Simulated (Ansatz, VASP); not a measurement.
## GdIr2Cl in VASP and in Ansatz

Contents of INCAR:

```
PREC = Accurate
ENCUT = 520
EDIFF = 1E-6
ISMEAR = 0
SIGMA = 0.1
LREAL = F
LASPH = T
NELM = 150
ALGO = Normal
ISIF = 2
LWAVE = F
LCHARG = F
ISPIN = 2
MAGMOM = 7 1 1 0
LORBIT = 11
LMAXMIX = 6
GGA = PE
NBANDS = 34
```

The input KPOINTS:

```
Automatic mesh
0
Gamma
  6 6 4
```

Contents of POSCAR:

```
GdIr2Cl
1.0
    4.5879485400      0.0000000000      0.0000000000
   -2.2939742700      3.9732799900      0.0000000000
    0.0000000000      0.0000000000      5.4901142700
Gd Ir Cl
1 2 1
Direct
    0.0000000000      0.0000000000      0.5000000000
    0.3333333300      0.6666666700      0.5000000000
    0.6666666700      0.3333333300      0.5000000000
    0.0000000000      0.0000000000      0.0000000000
```

Input for Ansatz:

```yaml
crystal:
  lattice:
    - [4.58794854, 0.0, 0.0]
    - [-2.29397427, 3.97327999, 0.0]
    - [0.0, 0.0, 5.49011427]
  atoms:
    - { symbol: Gd, position: [0.0, 0.0, 0.5], spin: 7.0 }
    - { symbol: Ir, position: [0.33333333, 0.66666667, 0.5], spin: 1.0 }
    - { symbol: Ir, position: [0.66666667, 0.33333333, 0.5], spin: 1.0 }
    - { symbol: Cl, position: [0.0, 0.0, 0.0] }
basis:
  ecutwfc: 420
kpoints:
  mp_grid: { grid: [6, 6, 4] }
hamiltonian:
  xc: pbe
scf:
  occupations: { method: gaussian, width: 0.1 }
  lower_state_search: "off"
output:
  forces: true
  stress: true
  eigenvalues: true
  populations: true
magnetization:
  spin_polarized: true
```

Alike in both runs: task single point; functional PBE; k mesh 6 × 6 × 4; occupations gaussian, width 0.1 eV; collinear spin.

```csv
,VASP,Ansatz
version,VASP 6.6.1,Ansatz 0.2.0
potentials or method,"VASP PAW PBE potentials, release 64 (Gd, Ir, Cl), cutoff 520 eV","scalar-relativistic, plane waves, PAW"
valence electrons in the cell,43,59
```

VASP gave:

* gap on the k mesh at the Fermi level (eV): none
* pressure (GPa): 9.2
* traceless stress, the component that is largest in VASP (GPa): -9.50
* net moment per atom (μB): 1.80
* size of the moment on the site where the two differ most (μB): 6.68

Question: What did Ansatz give for the same quantities?

Answer: gap on the k mesh at the Fermi level (eV): none; pressure (GPa): 7.2; traceless stress, the component that is largest in VASP (GPa): -7.79; net moment per atom (μB): 0.20; size of the moment on the site where the two differ most (μB): 0.73.

The net moments are unlike, so the other rows may belong to different states. Site moments also hang on the region over which each program counts them. A gap of «none» marks a metal or a gap that the smearing closes. VASP's potentials hold 43 valence electrons a cell and Ansatz's 59, so a difference there can come from the potentials and not from the codes. Ansatz's warnings: seeded moment not kept.

Neither program's run includes spin-orbit coupling.
